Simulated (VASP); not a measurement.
As, a slab with vacuum:

```xyz
2
Lattice="3.5749 0.0000 0.0000 -1.7875 3.0960 0.0000 0.0000 0.0000 26.4156" Properties=species:S:1:pos:R:3 pbc="T T T"
As    0.0000    2.0640    8.4694
As    1.7875    1.0320    9.8384
```

Base run:

- Program: VASP 6.6.1
- Functional: r2SCAN
- Potentials or basis: VASP PAW PBE potentials, release 64 (As)
- Cutoff: 520 eV
- k mesh: 6 × 6 × 1
- Occupations: gaussian, width 0.01 eV
- Spin: no spin polarisation

Its results: band gap on the k mesh 1.99 eV (least direct gap 2.52 eV); largest force 0.035 eV/Å.

Task: The run is repeated on the same cell with these changes: functional from r2SCAN to PBE; further incar settings from ALGO = Normal; EDIFF = 1e-06; NBANDS = 12 to ALGO = Normal; EDIFF = 1e-07; NBANDS = 12. What comes out?

Result: Band gap on the k mesh 1.67 eV (least direct gap 2.06 eV); largest force 0.460 eV/Å.

Caveats: the PAW data sets were made with another functional, which shifts forces and pressure a little (at least some runs).

A k mesh can miss the band edges.
